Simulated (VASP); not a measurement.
Write the native input for VASP 6.6.1 that does the following.

- Task: single point
- Functional: PBEsol
- Potentials or basis: VASP PAW PBE potentials, release 64 (Co, Al)
- Cutoff: 520 eV
- k mesh: 8 × 8 × 8
- Occupations: fermi-dirac, width 0.05 eV
- Spin: collinear spin, ferromagnetic start
- Starting moments: [3.0, 0.0] μB
- Fixed moment: 3 μB
- Dipole correction: no
- Further INCAR settings: ALGO = Normal; EDIFF = 1e-06; NBANDS = 17

The structure of AlCo lies in POSCAR:

```
AlCo
1.0
    2.8194032100      0.0000000000      0.0000000000
    0.0000000000      2.8194032100      0.0000000000
    0.0000000000      0.0000000000      2.8194032100
Co Al
1 1
Direct
    0.5000000000      0.5000000000      0.5000000000
    0.0000000000      0.0000000000      0.0000000000
```

These files were run (other wordings do the same):

INCAR

```
PREC     = Accurate       # precision mode
ENCUT    = 520            # plane-wave cutoff, eV
EDIFF    = 1E-6           # SCF threshold, eV
ISMEAR   = -1             # smearing method
SIGMA    = 0.05           # smearing width, eV
LREAL    = F              # projectors in reciprocal space
LASPH    = T              # aspherical terms in the spheres
NELM     = 150            # most SCF steps
ALGO     = Normal         # electronic algorithm
ISIF     = 2              # what is computed and relaxed
LWAVE    = F              # write WAVECAR
LCHARG   = T              # write CHGCAR
ISPIN    = 2              # spin polarisation
MAGMOM   = 3 0            # initial moments
LORBIT   = 11             # projections on sites
NUPDOWN  = 3.0            # fixed moment
LMAXMIX  = 4              # l up to which the mixer works
GGA      = PS             # functional
LELF     = T              # ELF
LVHAR    = T            
NBANDS   = 17             # bands
```

KPOINTS

```
regular mesh
0
Gamma
  8 8 8
```

Potentials or basis: VASP PAW PBE potentials, release 64 (Co, Al).

Run with:

```sh
$ cat potpaw_PBE.64/Co/POTCAR potpaw_PBE.64/Al/POTCAR > POTCAR
$ mpirun -np 1 vasp_std > vasp.out
```

Results of the run:

- Pressure: 39.8 GPa
- Net moment: 3.00 μB per cell
- Site moments: Co +2.44; Al +0.12 μB
- Valence electrons inside the program's atomic spheres: Co 8.37; Al 0.89

Caveat: the PAW data sets were made with another functional, which shifts forces and pressure a little; the total moment is fixed, so each spin has its own Fermi level.

It took 20 s on 1 thread of AMD EPYC 9R14 (Zen 4), on a shared host, peak memory 0.13 GiB.
